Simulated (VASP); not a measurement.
NaCl:

```
Cl Na
1.0
     3.50219    0.00000    0.00000
     0.00000    3.50219    0.00000
     0.00000    0.00000    3.50219
Cl Na
1 1
Direct
  0.50000 0.50000 0.50000
  0.00000 0.00000 0.00000
```

| Quantity | Value |
| --- | --- |
| Program | VASP 6.6.1 |
| Task | relaxation of cell and atoms |
| Functional | RPBE |
| Dispersion | D3(BJ) |
| Potentials or basis | VASP PAW PBE potentials, release 64 (Cl, Na_pv) |
| Cutoff | 600 eV |
| k mesh | 8 × 8 × 8 |
| Occupations | fermi-dirac, width 0.05 eV |
| Spin | no spin polarisation |

At the start: pressure -9.2 GPa; volume 21.48 Å³/atom.

How do energy, volume and symmetry change on relaxing?

Over 15 steps the energy falls by 205.9 meV/atom and the volume is 16.10 Å³/atom (-25.1 %); space group Pm-3m (No. 221, to 0.05 Å).

The path:
| step | energy change (eV) | largest force (eV/Å) | pressure (GPa) | volume (Å³) |
| --- | --- | --- | --- | --- |
| 1 | 0.0000 | 0.0000 | -9.19 | 42.96 |
| 2 | -0.3468 | 0.0000 | -5.24 | 35.74 |
| 3 | -0.4107 | 0.0000 | -0.85 | 32.60 |
| 4 | -0.4119 | 0.0000 | 0.20 | 32.07 |
| 5 | -0.4118 | 0.0000 | -0.28 | 32.27 |
| 6 | -0.4118 | 0.0000 | -0.22 | 32.27 |
| 7 | -0.4118 | 0.0000 | -0.21 | 32.26 |
| 8 | -0.4118 | 0.0000 | -0.21 | 32.26 |
| 9 | -0.4118 | 0.0000 | -0.21 | 32.26 |
| 10 | -0.4118 | 0.0000 | -0.22 | 32.26 |
| 11 | -0.4118 | 0.0000 | -0.22 | 32.25 |
| 12 | -0.4118 | 0.0000 | -0.18 | 32.25 |
| 13 | -0.4118 | 0.0000 | -0.16 | 32.24 |
| 14 | -0.4119 | 0.0000 | -0.15 | 32.23 |
| 15 | -0.4119 | 0.0000 | -0.10 | 32.19 |

Final structure:
```
Cl Na
1.0
     3.18117    0.00000    0.00000
     0.00000    3.18117    0.00000
     0.00000    0.00000    3.18117
Cl Na
1 1
Direct
  0.50000 0.50000 0.50000
  0.00000 0.00000 0.00000
```

Caveat: the volume moved by over 15 % at a fixed basis, so the end points are rough; the PAW data sets were made with another functional, which shifts forces and pressure a little.
